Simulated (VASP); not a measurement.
# Al in VASP: further runs

Al is run at these levels: PBE; tasks: single point.

Everything below comes from runs of VASP 6.6.1. Logs are shortened: lines on timing, memory, paths and dates and some standing lists are left out, and cuts for length are marked.

**1. The cell of the first run**

The cell holds a slab with vacuum, 3 atoms: a = 2.857 Å, b = 2.857 Å, c = 19.675 Å, α = 90.00°, β = 90.00°, γ = 90.00°.

**2. Single point, PBE**

The input, INCAR:

```
SYSTEM = Al
  PREC = Accurate
  ENCUT = 520
  EDIFF = 1E-6
  ISMEAR = 0
  SIGMA = 0.1
  LREAL = .False.
  LASPH = .True.
  NELM = 80
  ALGO = Normal
  ISIF = 2
  LWAVE = .False.
  LCHARG = .False.
  LDIPOL = .True.
  IDIPOL = 3
  DIPOL = 0.5 0.5 0.309
  GGA = PE
  NBANDS = 12
```

The input, KPOINTS:

```
regular mesh
0
Gamma
  9 9 1
  0 0 0
```

The input, POSCAR:

```
Al
1.0
    2.8567582918      0.0000000000      0.0000000000
    0.0000000000      2.8567582918      0.0000000000
    0.0000000000      0.0000000000     19.6746954317
Al
3
Direct
    0.5000000000      0.5000000000      0.2033068321
    0.0000000000      0.0000000000      0.3092728609
    0.5000000000      0.5000000000      0.4154928578
```

Potentials or basis: VASP PAW PBE potentials, release 64 (Al).

Launch:

```console
$ cat potpaw_PBE.64/Al/POTCAR > POTCAR
$ mpirun -np 1 vasp_std > vasp.out
```

OUTCAR:

```text
SYSTEM = Al
   PREC = Accurate
   ENCUT = 520
   EDIFF = 1E-6
   ISMEAR = 0
   LREAL = .False.
   LASPH = .True.
   NELM = 80
   ISIF = 2
   GGA = PE

 ion  position               nearest neighbor table
   1  0.500  0.500  0.203-   2 2.90   2 2.90   2 2.90   2 2.90
   2  0.000  0.000  0.309-   1 2.90   1 2.90   1 2.90   1 2.90   3 2.91   3 2.91   3 2.91   3 2.91

   3  0.500  0.500  0.415-   2 2.91   2 2.91   2 2.91   2 2.91

  LATTYP: Found a simple tetragonal cell.
 ALAT       =     2.8567582918
 C/A-ratio  =     6.8870703861

  Lattice vectors:

 A1 = (   2.8567582918,   0.0000000000,   0.0000000000)
 A2 = (   0.0000000000,   2.8567582918,   0.0000000000)
 A3 = (   0.0000000000,   0.0000000000,  19.6746954317)

Analysis of symmetry for initial positions (statically):
=====================================================================
 Subroutine PRICEL returns:
 Original cell was already a primitive cell.

 Routine SETGRP: Setting up the symmetry group for a
 simple tetragonal supercell.

 Subroutine GETGRP returns: Found  8 space group operations
 (whereof  8 operations were pure point group operations)
 out of a pool of 16 trial point group operations.

The static configuration has the point symmetry C_4v.

Analysis of symmetry for dynamics (positions and initial velocities):
=====================================================================
 Subroutine PRICEL returns:
 Original cell was already a primitive cell.

 Routine SETGRP: Setting up the symmetry group for a
 simple tetragonal supercell.

 Subroutine GETGRP returns: Found  8 space group operations
 (whereof  8 operations were pure point group operations)
 out of a pool of 16 trial point group operations.

The dynamic configuration has the point symmetry C_4v.

 Subroutine INISYM returns: Found  8 space group operations
 (whereof  8 operations are pure point group operations),
 and found     1 'primitive' translations

----------------------------------------------------------------------------------------

                                     Primitive cell

  volume of cell :     160.5665

  direct lattice vectors                    reciprocal lattice vectors
     2.856758292  0.000000000  0.000000000     0.350047116  0.000000000  0.000000000
     0.000000000  2.856758292  0.000000000     0.000000000  0.350047116  0.000000000
     0.000000000  0.000000000 19.674695432     0.000000000  0.000000000  0.050826708

  length of vectors
     2.856758292  2.856758292 19.674695432     0.350047116  0.350047116  0.050826708

  position of ions in fractional coordinates (direct lattice)
[... 92 lines left out ...]
  volume/ion in A,a.u.               =      53.52       361.19
  Fermi-wavevector in a.u.,A,eV,Ry     =   0.626523  1.183958  5.340717  0.392532
  Thomas-Fermi vector in A             =   1.687806
   LORBIT       =      0    0 simple, 1 ext, 2 COOP (PROOUT), +10 PAW based schemes
   GGA     = PE    functional components
   LHFCALC =     F    Hartree Fock is set to
   AEXX    =    0.0000 exact exchange contribution
   IVDW    =     0    specifies the selected vdW correction
   LEPSILON=     F    determine dielectric tensor
   LRPA    =     F    only Hartree local field effects (RPA)
 non-spin polarized calculation
 Gauss-broadening in eV      SIGMA  =   0.10
  energy-cutoff  :      520.00
  volume of cell :      160.57
 maximum number of plane-waves:      4361
 NGX is ok and might be reduce to    24

 dipolmoment           0.000000      0.000000      0.001450 electrons x Angstroem

 number of electron       9.0000000 magnetization

 dipolmoment           0.000000      0.000000     -0.000046 electrons x Angstroem

 Free energy of the ion-electron system (eV)
  ---------------------------------------------------
  ext. energy  EPLUGINS =         0.00000000
  ---------------------------------------------------
  free energy    TOTEN  =       -10.24910679 eV

  energy without entropy =      -10.24276841  energy(sigma->0) =      -10.24593760

 E-fermi :  -0.2943     XC(G=0):  -4.1904

 val. band max:       -0.3599511129   @ k =   0.3333   0.0000   0.0000
 cond. band min:      -0.2127441093   @ k =   0.2222   0.0000   0.0000
 fundamental gap:      0.1472070036
 Fermi energy:        -0.2942905995

 k-point     1 :       0.0000    0.0000    0.0000
  band No.  band energies     occupation
      1     -10.7279      2.00000
      2      -8.5614      2.00000
      3      -5.3686      2.00000
      4      -2.3692      2.00000
      5       1.4069      0.00000
      6       3.3420      0.00000
      7       3.8310      0.00000
      8       5.2988      0.00000
      9       5.4720      0.00000
     10       5.6293      0.00000
     11       5.9430      0.00000
     12       5.9430      0.00000
[... 196 lines left out ...]
 k-point    15 :       0.4444    0.4444    0.0000
  band No.  band energies     occupation
      1      -3.8147      2.00000
      2      -2.4625      2.00000
      3      -1.7375      2.00000
      4      -1.0748      2.00000
      5      -0.4478      1.97004
      6       0.2836      0.00000
      7       1.0504      0.00000
      8       1.2814      0.00000
      9       2.3154      0.00000
     10       2.5042      0.00000
     11       3.9135      0.00000
     12       4.1646      0.00000

------------------------ aborting loop because EDIFF is reached ----------------------------------------

 vacuum level on the upper side and lower side of the slab       (xc-potential included)        -0.081        -0.084

  FORCE on cell =-STRESS in cart. coord.  units (eV):
  Direction    XX          YY          ZZ          XY          YZ          ZX
  --------------------------------------------------------------------------------------
  -------------------------------------------------------------------------------------
  Total       -2.2330645     -2.2330645      0.4408175      0.0000000      0.0000000      0.0000000
  in kB      -22.2821374    -22.2821374      4.3985994      0.0000000      0.0000000      0.0000000
  external PRESSURE =     -13.3885585 kB  Pullay stress =       0.0000000 kB

 VOLUME and BASIS-vectors are now :
 -----------------------------------------------------------------------------
  energy-cutoff  :      520.00
  volume of cell :      160.57
      direct lattice vectors                 reciprocal lattice vectors
     2.856758292  0.000000000  0.000000000     0.350047116  0.000000000  0.000000000
     0.000000000  2.856758292  0.000000000     0.000000000  0.350047116  0.000000000
     0.000000000  0.000000000 19.674695432     0.000000000  0.000000000  0.050826708

 POSITION                                       TOTAL-FORCE (eV/Angst)
 -----------------------------------------------------------------------------------
      1.42838      1.42838      4.00000        -0.000000      0.000000     -0.113560
      0.00000      0.00000      6.08485        -0.000000     -0.000000      0.014515
      1.42838      1.42838      8.17470         0.000000     -0.000000      0.099044
 -----------------------------------------------------------------------------------
    total drift:                               -0.000000     -0.000000      0.000022

  FREE ENERGIE OF THE ION-ELECTRON SYSTEM (eV)
  ---------------------------------------------------
  free  energy   TOTEN  =       -10.2491067916 eV

  energy  without entropy=      -10.2427684110  energy(sigma->0) =      -10.24593760

 vacuum level on the upper side and lower side of the slab         3.860         3.857
```

OSZICAR:

```text
N       E                     dE             d eps       ncg     rms          rms(c)
DAV:   1     0.196814119975E+02    0.19681E+02   -0.26722E+03   360   0.476E+02
DAV:   2    -0.961252658365E+01   -0.29294E+02   -0.27423E+02   500   0.820E+01
DAV:   3    -0.106299692808E+02   -0.10174E+01   -0.10008E+01   500   0.150E+01
[... 13 lines left out ...]
DAV:  17    -0.102490687623E+02   -0.86999E-04   -0.67469E-06   392   0.581E-03    0.121E-03
DAV:  18    -0.102490979772E+02   -0.29215E-04   -0.29121E-06   380   0.367E-03    0.448E-04
DAV:  19    -0.102491050293E+02   -0.70521E-05   -0.46401E-07   376   0.155E-03    0.269E-04
DAV:  20    -0.102491066656E+02   -0.16362E-05   -0.10954E-07   324   0.673E-04    0.609E-05
DAV:  21    -0.102491067916E+02   -0.12607E-06   -0.41830E-09   344   0.213E-04
   1 F= -.10249107E+02 E0= -.10245938E+02  d E =-.633838E-02
```

It took 17 s on 1 thread of Intel Xeon 6975P-C (Granite Rapids), shared host; peak memory 0.26 GiB.

Results:

* Free energy: -10.2491 eV
* Largest force: 0.114 eV/Å

Forces on the atoms (eV/Å):
```
Al   0.000  0.000 -0.114
Al   0.000  0.000  0.015
Al   0.000  0.000  0.099
```

**3. Single point, PBE**

This run uses another cell than the first one, of 49.08 Å³/atom, 0.917 times its volume.

The input, INCAR:

```
PREC     = Accurate       # precision mode
ENCUT    = 520            # plane-wave cutoff, eV
EDIFF    = 1E-6           # SCF threshold, eV
ISMEAR   = 0              # smearing method
SIGMA    = 0.1            # smearing width, eV
LREAL    = F              # projectors in reciprocal space
LASPH    = T              # aspherical terms in the spheres
NELM     = 100            # most SCF steps
ALGO     = Normal         # electronic algorithm
ISIF     = 2              # what is computed and relaxed
LWAVE    = F              # write WAVECAR
LCHARG   = T              # write CHGCAR
LDIPOL   = T            
IDIPOL   = 3            
DIPOL    = 0.5 0.5 0.504
GGA      = PE             # functional
LELF     = T              # ELF
LVHAR    = T            
LVACPOTAV= T            
NBANDS   = 12             # bands
```

The input, KPOINTS:

```
Automatic mesh
0
Gamma
  10 10 1
```

The input, POSCAR:

```
Al
1.0
    2.8567582918      0.0000000000      0.0000000000
    0.0000000000      2.8567582918      0.0000000000
    0.0000000000      0.0000000000     18.0400663207
Al
3
Direct
    0.5000000000      0.5000000000      0.3880251810
    0.0000000000      0.0000000000      0.5035929016
    0.5000000000      0.5000000000      0.6194376025
```

Potentials or basis: VASP PAW PBE potentials, release 64 (Al).

Launch:

```console
$ cat potpaw_PBE.64/Al/POTCAR > POTCAR
$ mpirun -np 1 vasp_std > vasp.out
```

Run time: 21 s. Hardware: 1 thread of Intel Xeon 6975P-C (Granite Rapids), shared host; peak memory 0.25 GiB.

It converged, with:

| Property | Result |
| --- | --- |
| Free energy | -10.3192 eV |
| Largest force | 0.031 eV/Å |

Forces in eV/Å, atoms in the order of the input:
```
Al   0.000  0.000  0.020
Al   0.000  0.000  0.011
Al   0.000  0.000 -0.031
```

Levels at points of the mesh, in eV from the Fermi level:
| k point | band 2 | band 3 | band 4 | band 5 | band 6 | band 7 |
| --- | --- | --- | --- | --- | --- | --- |
| (0.00, 0.00, 0.00) | -7.95 | -4.74 | -1.75 | 2.02 | 3.99 | 4.42 |
| (0.50, 0.00, 0.00) | -5.55 | -3.64 | -3.45 | -0.75 | 0.03 | 2.01 |
| (0.50, 0.50, 0.00) | -1.89 | -0.67 | -0.32 | 0.06 | 0.06 | 1.53 |

**4. Single point, PBE**

This run uses another cell than the first one: it holds 12 atoms, not 3.

The input, INCAR:

```
ALGO = Normal
DIPOL = 0.5 0.5 0.309
EDIFF = 1E-6
ENCUT = 520
GGA = PE
IDIPOL = 3
ISIF = 2
ISMEAR = 0
LASPH = T
LCHARG = F
LDIPOL = T
LREAL = F
LWAVE = F
NBANDS = 30
NELM = 60
PREC = Accurate
SIGMA = 0.1
```

The input, KPOINTS:

```
k-points
0
Gamma
  5 5 1
```

The input, POSCAR:

```
Al
1.0
    5.7135165837      0.0000000000      0.0000000000
    0.0000000000      5.7135165837      0.0000000000
    0.0000000000      0.0000000000     19.6746954317
Al
12
Direct
    0.2500000000      0.2500000000      0.2033068321
    0.2500000000      0.7500000000      0.2033068321
    0.7500000000      0.2500000000      0.2033068321
    0.7500000000      0.7500000000      0.2033068321
    0.0000000000      0.0000000000      0.3092728609
    0.0000000000      0.5000000000      0.3092728609
    0.5000000000      0.0000000000      0.3092728609
    0.5000000000      0.5000000000      0.3092728609
    0.2500000000      0.2500000000      0.4154928578
    0.2500000000      0.7500000000      0.4154928578
    0.7500000000      0.2500000000      0.4154928578
    0.7500000000      0.7500000000      0.4154928578
```

Launch:

```console
$ cat potpaw_PBE.64/Al/POTCAR > POTCAR
$ mpirun -np 1 vasp_std > vasp.out
```

Run time: 4.3 min. Hardware: 1 thread of Intel Xeon 6975P-C, shared host; peak memory 0.58 GiB.

The run converged. Its results:

```yaml
Free_energy: -41.2769 eV
Largest_force: 0.030 eV/Å
Band_gap_on_the_k_mesh: zero (band 18 reaches -0.22 eV, above the bottom of band 19 at -0.73 eV)
```

Forces on the atoms (eV/Å):
```
Al   0.000  0.000  0.020
Al   0.000  0.000  0.020
Al   0.000  0.000  0.020
Al   0.000  0.000  0.020
Al   0.000  0.000  0.011
Al   0.000  0.000  0.011
Al   0.000  0.000  0.011
Al   0.000  0.000  0.011
Al   0.000  0.000 -0.030
Al   0.000  0.000 -0.030
Al   0.000  0.000 -0.030
Al   0.000  0.000 -0.030
```

Levels at points of the mesh, in eV from the Fermi level:
| k point | band 16 | band 17 | band 18 | band 19 | band 20 | band 21 |
| --- | --- | --- | --- | --- | --- | --- |
| (0.00, 0.00, 0.00) | -0.75 | -0.67 | -0.32 | 0.03 | 0.03 | 0.06 |

**5. Single point, PBE**

This run uses another cell than the first one: it holds 12 atoms, not 3.

The input, INCAR:

```
SYSTEM = Al
PREC = Accurate
ENCUT = 520
EDIFF = 1E-7
ISMEAR = 0
SIGMA = 0.1
LREAL = .False.
LASPH = .True.
NELM = 100
ALGO = Normal
ISIF = 2
LWAVE = .False.
LCHARG = .True.
LDIPOL = .True.
IDIPOL = 3
DIPOL = 0.5 0.5 0.274
GGA = PE
LELF = .True.
LVHAR = .True.
LVACPOTAV = .True.
NBANDS = 30
```

The input, KPOINTS:

```
Automatic mesh
0
Gamma
  5 5 1
  0 0 0
```

The input, POSCAR:

```
Al
1.0
    5.7135165837      0.0000000000      0.0000000000
    0.0000000000      5.7135165837      0.0000000000
    0.0000000000      0.0000000000     22.1746954317
Al
12
Direct
    0.2500000000      0.2500000000      0.1803857921
    0.2500000000      0.7500000000      0.1803857921
    0.7500000000      0.2500000000      0.1803857921
    0.7500000000      0.7500000000      0.1803857921
    0.0000000000      0.0000000000      0.2744050922
    0.0000000000      0.5000000000      0.2744050922
    0.5000000000      0.0000000000      0.2744050922
    0.5000000000      0.5000000000      0.2744050922
    0.2500000000      0.2500000000      0.3686497277
    0.2500000000      0.7500000000      0.3686497277
    0.7500000000      0.2500000000      0.3686497277
    0.7500000000      0.7500000000      0.3686497277
```

Launch:

```console
$ cat potpaw_PBE.64/Al/POTCAR > POTCAR
$ mpirun -np 1 vasp_std > vasp.out
```

Wall time 8.7 min (1 thread of Intel Xeon 6975P-C, shared host); peak memory 0.58 GiB.

It converged, with:

```
Free energy            : -41.2771 eV
Largest force          : 0.031 eV/Å
Band gap on the k mesh : zero (band 18 reaches -0.66 eV, above the bottom of band 19 at -1.17 eV)
```

Forces on the atoms (eV/Å):
```
Al   0.000  0.000  0.020
Al   0.000  0.000  0.020
Al   0.000  0.000  0.020
Al   0.000  0.000  0.020
Al   0.000  0.000  0.011
Al   0.000  0.000  0.011
Al   0.000  0.000  0.011
Al   0.000  0.000  0.011
Al   0.000  0.000 -0.031
Al   0.000  0.000 -0.031
Al   0.000  0.000 -0.031
Al   0.000  0.000 -0.031
```

Levels at points of the mesh, in eV from the Fermi level:
| k point | band 15 | band 16 | band 17 | band 18 | band 19 | band 20 | band 21 | band 22 |
| --- | --- | --- | --- | --- | --- | --- | --- | --- |
| (0.00, 0.00, 0.00) | -0.75 | -0.75 | -0.67 | -0.32 | 0.03 | 0.03 | 0.06 | 0.06 |

**6. Single point, PBE**

This run uses another cell than the first one, of 57.60 Å³/atom, 1.076 times its volume.

The input, INCAR:

```
PREC = Accurate ; ENCUT = 400
EDIFF = 1E-6 ; ISMEAR = 0
SIGMA = 0.1 ; LREAL = F
LASPH = T ; NELM = 120
ALGO = Normal ; ISIF = 2
LWAVE = F ; LCHARG = F
LDIPOL = T ; IDIPOL = 3
DIPOL = 0.5 0.5 0.287 ; GGA = PE
NBANDS = 12 ; GGA_COMPAT = F
NELMDL = -8
```

The input, KPOINTS:

```
Automatic mesh
0
Gamma
  9 9 1
```

The input, POSCAR:

```
Al
1.0
    2.8567582918      0.0000000000      0.0000000000
    0.0000000000      2.8567582918      0.0000000000
    0.0000000000      0.0000000000     21.1746954317
Al
3
Direct
    0.5000000000      0.5000000000      0.1889047242
    0.0000000000      0.0000000000      0.2873641967
    0.5000000000      0.5000000000      0.3860596464
```

Potentials or basis: VASP PAW PBE potentials, release 64 (Al).

Launch:

```console
$ cat potpaw_PBE.64/Al/POTCAR > POTCAR
$ mpirun -np 1 vasp_std > vasp.out
```

OUTCAR:

```text
PREC = Accurate
   ENCUT = 400
   EDIFF = 1E-6
   ISMEAR = 0
   LREAL = F
   LASPH = T
   NELM = 120
   ISIF = 2
   GGA = PE
   NELMDL = -8

 ion  position               nearest neighbor table
   1  0.500  0.500  0.189-   2 2.90   2 2.90   2 2.90   2 2.90
   2  0.000  0.000  0.287-   1 2.90   1 2.90   1 2.90   1 2.90   3 2.91   3 2.91   3 2.91   3 2.91

   3  0.500  0.500  0.386-   2 2.91   2 2.91   2 2.91   2 2.91

  LATTYP: Found a simple tetragonal cell.
 ALAT       =     2.8567582918
 C/A-ratio  =     7.4121410595
[... 415 lines left out ...]
  Direction    XX          YY          ZZ          XY          YZ          ZX
  --------------------------------------------------------------------------------------
  -------------------------------------------------------------------------------------
  Total       -2.2373249     -2.2373249      0.4367070      0.0000000      0.0000000      0.0000000
  in kB      -20.7431865    -20.7431865      4.0488955      0.0000000      0.0000000      0.0000000
  external PRESSURE =     -12.4791592 kB  Pullay stress =       0.0000000 kB

 VOLUME and BASIS-vectors are now :
 -----------------------------------------------------------------------------
  energy-cutoff  :      400.00
  volume of cell :      172.81
      direct lattice vectors                 reciprocal lattice vectors
     2.856758292  0.000000000  0.000000000     0.350047116  0.000000000  0.000000000
     0.000000000  2.856758292  0.000000000     0.000000000  0.350047116  0.000000000
     0.000000000  0.000000000 21.174695432     0.000000000  0.000000000  0.047226181

 POSITION                                       TOTAL-FORCE (eV/Angst)
 -----------------------------------------------------------------------------------
      1.42838      1.42838      4.00000         0.000000      0.000000     -0.113512
      0.00000      0.00000      6.08485         0.000000      0.000000      0.014505
      1.42838      1.42838      8.17470         0.000000      0.000000      0.099007
 -----------------------------------------------------------------------------------
    total drift:                               -0.000000      0.000000     -0.000002

  FREE ENERGIE OF THE ION-ELECTRON SYSTEM (eV)
  ---------------------------------------------------
  free  energy   TOTEN  =       -10.2484060845 eV

  energy  without entropy=      -10.2420698201  energy(sigma->0) =      -10.24523795

 vacuum level on the upper side and lower side of the slab         3.585         3.579
```

stdout:

```text
POSCAR found type information on POSCAR Al
 POSCAR found :  1 types and       3 ions
 scaLAPACK will be used
 LDA part: xc-table for (Slater+PW92), standard interpolation
 POSCAR, INCAR and KPOINTS ok, starting setup
 FFT: planning ... GRIDC
 FFT: planning ... GRID_SOFT
 FFT: planning ... GRID
 WAVECAR not read
 entering main loop
```

It took 28 s on 1 thread of Intel Xeon Platinum 8259CL at 2.50GHz (Skylake/Cascade Lake), shared host; peak memory 0.21 GiB.

What came out:

* Free energy: -10.2484 eV
* Largest force: 0.114 eV/Å

Forces in eV/Å, atoms in the order of the input:
```
Al   0.000  0.000 -0.114
Al   0.000  0.000  0.015
Al   0.000  0.000  0.099
```

**7. Summary**

```csv
cell,k mesh,cutoff (eV),gap on the mesh (eV),largest force (eV/Å)
"a = 2.857, b = 2.857, c = 19.675 Å, 3 atoms",9 × 9 × 1,520,none,0.11
"a = 2.857, b = 2.857, c = 18.040 Å, 3 atoms",10 × 10 × 1,520,none,0.03
"a = 5.714, b = 5.714, c = 19.675 Å, 12 atoms",5 × 5 × 1,520,none,0.03
"a = 5.714, b = 5.714, c = 22.175 Å, 12 atoms",5 × 5 × 1,520,none,0.03
"a = 2.857, b = 2.857, c = 21.175 Å, 3 atoms",9 × 9 × 1,400,none,0.11
```

Alike in all rows: task single point; level PBE; potentials or basis VASP PAW PBE potentials, release 64 (Al); no spin polarisation; smearing gaussian 0.1 eV.

Absolute energies hang on the potentials; compare differences alone.
